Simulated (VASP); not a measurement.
# LaB6 (Pm-3m) in VASP: a series of runs

Runs on LaB6. Level: PBE. Tasks: single point, relaxation of cell and atoms.

Program: VASP 6.6.1. These are calculated values, not measurements. Logs are shortened: lines on timing, memory, paths and dates and some standing lists are left out, and cuts for length are marked.

**1. The cell of the first run**

The structure is cubic, space group Pm-3m (No. 221). The conventional cell has a = 4.155 Å, b = 4.155 Å, c = 4.155 Å, α = 90.00°, β = 90.00°, γ = 90.00°. La (site symmetry m-3m) has 24 B at 3.05 Å and 6 La at 4.16 Å within 4.2 Å. B (site symmetry 4mm) has 5 B at 1.66 to 1.77 Å within 2.2 Å.

**2. Single point, PBE**

INCAR reads:

```
ALGO = Normal
EDIFF = 1E-6
ENCUT = 520
GGA = PE
ISIF = 2
ISMEAR = -1
LASPH = T
LCHARG = F
LREAL = F
LWAVE = F
NBANDS = 24
NELM = 60
PREC = Accurate
SIGMA = 0.0321
```

KPOINTS reads:

```
k-points
0
Gamma
  4 4 4
```

POSCAR reads:

```
LaB6
1.0
    4.1553224642      0.0000000000      0.0000000000
    0.0000000000      4.1553224642      0.0000000000
    0.0000000000      0.0000000000      4.1553224642
La B
1 6
Direct
    0.0000000000      0.0000000000      0.0000000000
    0.1995025934      0.5000000000      0.5000000000
    0.5000000000      0.1995025934      0.5000000000
    0.8004974066      0.5000000000      0.5000000000
    0.5000000000      0.8004974066      0.5000000000
    0.5000000000      0.5000000000      0.1995025934
    0.5000000000      0.5000000000      0.8004974066
```

Potentials or basis: VASP PAW PBE potentials, release 64 (La, B).

Run with:

```sh
cat potpaw_PBE.64/La/POTCAR potpaw_PBE.64/B/POTCAR > POTCAR
mpirun -np 1 vasp_std > vasp.out
```

OUTCAR:

```text
EDIFF = 1E-6
   ENCUT = 520
   GGA = PE
   ISIF = 2
   ISMEAR = -1
   LASPH = T
   LREAL = F
   NELM = 60
   PREC = Accurate

 ion  position               nearest neighbor table
   1  0.000  0.000  0.000-
   2  0.200  0.500  0.500-   4 1.66   3 1.77   5 1.77   6 1.77   7 1.77
   3  0.500  0.200  0.500-   5 1.66   4 1.77   2 1.77   6 1.77   7 1.77
   4  0.800  0.500  0.500-   2 1.66   3 1.77   5 1.77   6 1.77   7 1.77
   5  0.500  0.800  0.500-   3 1.66   2 1.77   4 1.77   6 1.77   7 1.77
   6  0.500  0.500  0.200-   7 1.66   3 1.77   4 1.77   5 1.77   2 1.77
   7  0.500  0.500  0.800-   6 1.66   3 1.77   4 1.77   5 1.77   2 1.77

  LATTYP: Found a simple cubic cell.
 ALAT       =     4.1553224642

  Lattice vectors:

 A1 = (   4.1553224642,   0.0000000000,   0.0000000000)
 A2 = (   0.0000000000,   4.1553224642,   0.0000000000)
 A3 = (   0.0000000000,   0.0000000000,   4.1553224642)

Analysis of symmetry for initial positions (statically):
=====================================================================
 Subroutine PRICEL returns:
 Original cell was already a primitive cell.

 Routine SETGRP: Setting up the symmetry group for a
 simple cubic supercell.

 Subroutine GETGRP returns: Found 48 space group operations
 (whereof 48 operations were pure point group operations)
 out of a pool of 48 trial point group operations.

The static configuration has the point symmetry O_h .

Analysis of symmetry for dynamics (positions and initial velocities):
=====================================================================
 Subroutine PRICEL returns:
 Original cell was already a primitive cell.

 Routine SETGRP: Setting up the symmetry group for a
 simple cubic supercell.

 Subroutine GETGRP returns: Found 48 space group operations
 (whereof 48 operations were pure point group operations)
 out of a pool of 48 trial point group operations.

The dynamic configuration has the point symmetry O_h .

 Subroutine INISYM returns: Found 48 space group operations
 (whereof 48 operations are pure point group operations),
 and found     1 'primitive' translations

----------------------------------------------------------------------------------------

                                     Primitive cell

  volume of cell :      71.7487

  direct lattice vectors                    reciprocal lattice vectors
     4.155322464  0.000000000  0.000000000     0.240655210  0.000000000  0.000000000
     0.000000000  4.155322464  0.000000000     0.000000000  0.240655210  0.000000000
     0.000000000  0.000000000  4.155322464     0.000000000  0.000000000  0.240655210

  length of vectors
     4.155322464  4.155322464  4.155322464     0.240655210  0.240655210  0.240655210

  position of ions in fractional coordinates (direct lattice)
     0.000000000  0.000000000  0.000000000
     0.199502593  0.500000000  0.500000000
     0.500000000  0.199502593  0.500000000
     0.800497407  0.500000000  0.500000000
     0.500000000  0.800497407  0.500000000
     0.500000000  0.500000000  0.199502593
     0.500000000  0.500000000  0.800497407

  ion indices of the primitive-cell ions
   primitive index   ion index
                 1           1
                 2           2
                 3           3
                 4           4
                 5           5
                 6           6
                 7           7

----------------------------------------------------------------------------------------

 KPOINTS: k-points

Automatic generation of k-mesh.
 Grid dimensions read from file:
 generate k-points for:    4    4    4

 Generating k-lattice:

  Cartesian coordinates                     Fractional coordinates (reciprocal lattice)
     0.060163802  0.000000000  0.000000000     0.250000000  0.000000000  0.000000000
     0.000000000  0.060163802  0.000000000     0.000000000  0.250000000  0.000000000
     0.000000000  0.000000000  0.060163802     0.000000000  0.000000000  0.250000000

  Length of vectors
     0.060163802  0.060163802  0.060163802

  Shift w.r.t. Gamma in fractional coordinates (k-lattice)
     0.000000000  0.000000000  0.000000000

 Subroutine IBZKPT returns following result:
 ===========================================

 Found     10 irreducible k-points:

 Following reciprocal coordinates:
            Coordinates               Weight
  0.000000  0.000000  0.000000      1.000000
  0.250000  0.000000  0.000000      6.000000
  0.500000  0.000000  0.000000      3.000000
  0.250000  0.250000  0.000000     12.000000
  0.500000  0.250000  0.000000     12.000000
  0.500000  0.500000  0.000000      3.000000
  0.250000  0.250000  0.250000      8.000000
  0.500000  0.250000  0.250000     12.000000
  0.500000  0.500000  0.250000      6.000000
  0.500000  0.500000  0.500000      1.000000
   k-points           NKPTS =     10   k-points in BZ     NKDIM =     10   number of bands    NBANDS=     24
   number of dos      NEDOS =    301   number of ions     NIONS =      7
   total plane-waves  NPLWV =  32768
   dimension x,y,z NGX =    32 NGY =   32 NGZ =   32
   dimension x,y,z NGXF=    64 NGYF=   64 NGZF=   64
   ions per type =               1   6
   NGX,Y,Z   is equivalent  to a cutoff of  12.80, 12.80, 12.80 a.u.
   NGXF,Y,Z  is equivalent  to a cutoff of  25.61, 25.61, 25.61 a.u.
 SYSTEM =  unknown system
   PREC   = accura    normal or accurate (medium, high low for compatibility)
   ISTART =      0    job   : 0-new  1-cont  2-samecut
   ICHARG =      2    charge: 1-file 2-atom 10-const
   ISPIN  =      1    spin polarized calculation?
   LNONCOLLINEAR =      F non collinear calculations
   LSORBIT =      F    spin-orbit coupling
   LASPH  =      T    aspherical Exc in radial PAW
   ENCUT  =  520.0 eV  38.22 Ry    6.18 a.u.   7.73  7.73  7.73*2*pi/ulx,y,z
   NELM   =     60;   NELMIN=  2; NELMDL= -5     # of ELM steps
   EDIFF  = 0.1E-05   stopping-criterion for ELM
   LREAL  =      F    real-space projection
   EDIFFG = 0.1E-04   stopping-criterion for IOM
   NSW    =      0    number of steps for IOM
   IBRION =     -1    ionic relax: 0-MD 1-quasi-New 2-CG
   NFREE  =      0    steps in history (QN), initial steepest desc. (CG)
   ISIF   =      2    stress and relaxation
   ISYM   =      2    0-nonsym 1-usesym 2-fastsym
   POTIM  = 0.5000    time-step for ionic-motion
   TEBEG  =    0.0;   TEEND  =   0.0 temperature during run
   PSTRESS=    0.0 pullay stress
   NELECT =      29.0000    total number of electrons
   NUPDOWN=      -1.0000    fix difference up-down
   EMIN   =  10.00;   EMAX   =-10.00  energy-range for DOS
   EFERMI =   0.00;   METHOD = LEGACY
   ISMEAR =    -1;   SIGMA  =   0.03  broadening in eV -4-tet -1-fermi 0-gaus
   EFERMI_NEDOS =   21; number of points for ismear=-14 and -15
   IALGO  =     38    algorithm
   IMIX   =      4    mixing-type and parameters
     AMIX     =   0.40;   BMIX     =  1.00
     AMIX_MAG =   1.60;   BMIX_MAG =  1.00
  volume/ion in A,a.u.               =      10.25        69.17
  Fermi-wavevector in a.u.,A,eV,Ry     =   1.210420  2.287362 19.934122  1.465117
  Thomas-Fermi vector in A             =   2.345967
   LORBIT       =      0    0 simple, 1 ext, 2 COOP (PROOUT), +10 PAW based schemes
   GGA     = PE    functional components
   LHFCALC =     F    Hartree Fock is set to
   AEXX    =    0.0000 exact exchange contribution
   IVDW    =     0    specifies the selected vdW correction
   LEPSILON=     F    determine dielectric tensor
   LRPA    =     F    only Hartree local field effects (RPA)
 non-spin polarized calculation
  energy-cutoff  :      520.00
  volume of cell :       71.75
 maximum number of plane-waves:      1956
 NGX is ok and might be reduce to    32
   NGX = 15   NGY = 15   NGZ = 15

 number of electron      29.0000003 magnetization

 Free energy of the ion-electron system (eV)
  ---------------------------------------------------
  ext. energy  EPLUGINS =         0.00000000
  ---------------------------------------------------
  free energy    TOTEN  =       -48.99086703 eV

  energy without entropy =      -48.98348523  energy(sigma->0) =      -48.98717613

 E-fermi :   8.5819     XC(G=0): -11.2568

 val. band max:        8.5230162706   @ k =   0.2500   0.2500   0.0000
 cond. band min:       8.6738883455   @ k =   0.2500   0.2500   0.0000
 fundamental gap:      0.1508720749
 Fermi energy:         8.5819279406

 k-point     1 :       0.0000    0.0000    0.0000
  band No.  band energies     occupation
      1     -24.4730      2.00000
      2      -8.2089      2.00000
      3      -8.2089      2.00000
      4      -8.2089      2.00000
      5      -6.9482      2.00000
      6       0.6711      2.00000
[... 16 lines left out ...]
     23      10.6218      0.00000
     24      11.7397      0.00000

 k-point     2 :       0.2500    0.0000    0.0000
  band No.  band energies     occupation
      1     -24.4608      2.00000
      2      -8.6664      2.00000
      3      -8.1685      2.00000
      4      -8.1685      2.00000
      5      -6.4406      2.00000
      6      -1.1070      2.00000
[... 16 lines left out ...]
     23      11.1202      0.00000
     24      11.1955      0.00000

 k-point     3 :       0.5000    0.0000    0.0000
  band No.  band energies     occupation
      1     -24.4485      2.00000
      2      -8.9897      2.00000
      3      -8.1272      2.00000
      4      -8.1272      2.00000
      5      -6.0062      2.00000
      6      -2.0458      2.00000
[... 16 lines left out ...]
     23      10.7853      0.00000
     24      10.9105      0.00000
[... 136 lines left out ...]
 k-point     9 :       0.5000    0.5000    0.2500
  band No.  band energies     occupation
      1     -24.4138      2.00000
      2      -8.5641      2.00000
      3      -8.5641      2.00000
      4      -8.2822      2.00000
      5      -6.2637      2.00000
      6      -1.1373      2.00000
[... 16 lines left out ...]
     23      12.2792      0.00000
     24      12.2886      0.00000

 k-point    10 :       0.5000    0.5000    0.5000
  band No.  band energies     occupation
      1     -24.4025      2.00000
      2      -8.4886      2.00000
      3      -8.4886      2.00000
      4      -8.4886      2.00000
      5      -6.0912      2.00000
      6      -1.4522      2.00000
[... 16 lines left out ...]
     23      13.0109      0.00000
     24      13.0623      0.00000

------------------------ aborting loop because EDIFF is reached ----------------------------------------

  FORCE on cell =-STRESS in cart. coord.  units (eV):
  Direction    XX          YY          ZZ          XY          YZ          ZX
  --------------------------------------------------------------------------------------
  -------------------------------------------------------------------------------------
  Total       -0.0274572     -0.0274572     -0.0274572      0.0000000     -0.0000000      0.0000000
  in kB       -0.6131310     -0.6131310     -0.6131310      0.0000000     -0.0000000      0.0000000
  external PRESSURE =      -0.6131310 kB  Pullay stress =       0.0000000 kB

 VOLUME and BASIS-vectors are now :
 -----------------------------------------------------------------------------
  energy-cutoff  :      520.00
  volume of cell :       71.75
      direct lattice vectors                 reciprocal lattice vectors
     4.155322464  0.000000000  0.000000000     0.240655210  0.000000000  0.000000000
     0.000000000  4.155322464  0.000000000     0.000000000  0.240655210  0.000000000
     0.000000000  0.000000000  4.155322464     0.000000000  0.000000000  0.240655210

 POSITION                                       TOTAL-FORCE (eV/Angst)
 -----------------------------------------------------------------------------------
      0.00000      0.00000      0.00000        -0.000000     -0.000000      0.000000
      0.82900      2.07766      2.07766        -0.015040     -0.000000      0.000000
      2.07766      0.82900      2.07766        -0.000000     -0.015040      0.000000
      3.32632      2.07766      2.07766         0.015040     -0.000000     -0.000000
      2.07766      3.32632      2.07766        -0.000000      0.015040      0.000000
      2.07766      2.07766      0.82900        -0.000000     -0.000000     -0.015040
      2.07766      2.07766      3.32632        -0.000000     -0.000000      0.015040
 -----------------------------------------------------------------------------------
    total drift:                                0.000000     -0.000000     -0.000000

  FREE ENERGIE OF THE ION-ELECTRON SYSTEM (eV)
  ---------------------------------------------------
  free  energy   TOTEN  =       -48.9908670293 eV

  energy  without entropy=      -48.9834852320  energy(sigma->0) =      -48.98717613
```

Run time: 38 s. Hardware: 1 thread of Intel Xeon 8259CL, shared host; peak memory 0.19 GiB.

What came out:

* Free energy: -48.9909 eV
* Pressure: -0.1 GPa
* Largest force: 0.015 eV/Å
* Band gap on the k mesh: zero (an odd number of electrons rules out a gap without spin polarisation)

Forces in eV/Å, atoms in the order of the input:
```
La   0.000  0.000  0.000
B   -0.015  0.000  0.000
B    0.000 -0.015  0.000
B    0.015  0.000  0.000
B    0.000  0.015  0.000
B    0.000  0.000 -0.015
B    0.000  0.000  0.015
```

Caveat: the k points lie up to 0.38 Å⁻¹ apart, too coarse for converged energies and pressures of a metal; spin-orbit coupling is left out, which moves the levels of the heavy elements.

**3. Relaxation of cell and atoms, PBE**

This run uses another cell than the first one, of 10.34 Å³/atom.

INCAR reads:

```
SYSTEM = LaB6
PREC     = Accurate       ! precision mode
ENCUT    = 600            ! plane-wave cutoff, eV
EDIFF    = 1E-6           ! SCF threshold, eV
ISMEAR   = -1             ! smearing method
SIGMA    = 0.0321         ! smearing width, eV
LREAL    = .False.        ! projectors in reciprocal space
LASPH    = .True.         ! aspherical terms in the spheres
NELM     = 60             ! most SCF steps
ALGO     = Normal         ! electronic algorithm
ISIF     = 3              ! what is computed and relaxed
LWAVE    = .False.        ! write WAVECAR
LCHARG   = .False.        ! write CHGCAR
GGA      = PE             ! functional
IBRION   = 2              ! ionic algorithm
NSW      = 60             ! ionic steps
EDIFFG   = -0.01          ! ionic threshold
```

KPOINTS reads:

```
Automatic mesh
0
Gamma
  4 4 4
  0 0 0
```

POSCAR reads:

```
LaB6
1.0
    4.1669360000      0.0000000000      0.0000000000
    0.0000000000      4.1669360000      0.0000000000
    0.0000000000      0.0000000000      4.1669360000
La B
1 6
Direct
    0.0000000000      0.0000000000      0.0000000000
    0.1985300000      0.5000000000      0.5000000000
    0.5000000000      0.1985300000      0.5000000000
    0.8014700000      0.5000000000      0.5000000000
    0.5000000000      0.8014700000      0.5000000000
    0.5000000000      0.5000000000      0.1985300000
    0.5000000000      0.5000000000      0.8014700000
```

Potentials or basis: VASP PAW PBE potentials, release 64 (La, B).

Run with:

```sh
cat potpaw_PBE.64/La/POTCAR potpaw_PBE.64/B/POTCAR > POTCAR
mpirun -np 1 vasp_std > vasp.out
```

It took 2.6 min on 1 thread of Intel Xeon 8259CL, shared host; peak memory 0.22 GiB.

It converged, with:

```yaml
Free_energy: -48.9972 eV
Relaxed_volume: 10.24 Å³/atom
Relaxed_cell: a = 4.155 Å, b = 4.155 Å, c = 4.155 Å, α = 90.00°, β = 90.00°, γ = 90.00°
Space_group_after_relaxing_to_0.1_Å: Pm-3m (No. 221)
Energy_gained_by_relaxing: 0.9 meV/atom
Ionic_steps: 5
Pressure_after_relaxing: 0.0 GPa
Band_gap_on_the_k_mesh: zero (an odd number of electrons rules out a gap without spin polarisation)
```

Step by step:
```tsv
step	energy change (eV)	largest force (eV/Å)	pressure (GPa)	volume (Å³)
1	0.0000	0.2611	-1.72	72.35
2	0.0116	0.5756	1.80	71.20
3	-0.0060	0.0442	-0.47	71.92
4	-0.0063	0.0248	0.24	71.60
5	-0.0064	0.0016	0.00	71.71
```

Final structure:
```yaml
crystal:
  lattice:
    - [4.15454, 0.00000, 0.00000]
    - [0.00000, 4.15454, 0.00000]
    - [0.00000, 0.00000, 4.15454]
  atoms:
    - { symbol: La, position: [0.00000, 0.00000, 0.00000] }
    - { symbol: B, position: [0.19942, 0.50000, 0.50000] }
    - { symbol: B, position: [0.50000, 0.19942, 0.50000] }
    - { symbol: B, position: [0.80058, 0.50000, 0.50000] }
    - { symbol: B, position: [0.50000, 0.80058, 0.50000] }
    - { symbol: B, position: [0.50000, 0.50000, 0.19942] }
    - { symbol: B, position: [0.50000, 0.50000, 0.80058] }
```

Levels at points of the mesh, in eV from the Fermi level:
```
           k point  band 11  band 12  band 13  band 14  band 15  band 16  band 17  band 18
(0.00, 0.00, 0.00)    -6.98    -1.86    -1.86    -1.86     0.21     0.21     0.21     1.50
(0.50, 0.00, 0.00)    -3.46    -3.46    -3.20    -2.48    -1.48     1.50     1.56     1.56
(0.50, 0.50, 0.00)    -4.45    -4.45    -2.90    -2.90     1.04     1.04     1.98     2.01
(0.50, 0.50, 0.50)    -4.72    -2.40    -2.40    -2.40     1.50     1.79     1.79     1.79
```

Caveat: the k points lie up to 0.38 Å⁻¹ apart in the final cell, too coarse for converged energies and pressures of a metal; spin-orbit coupling is left out, which moves the levels of the heavy elements.
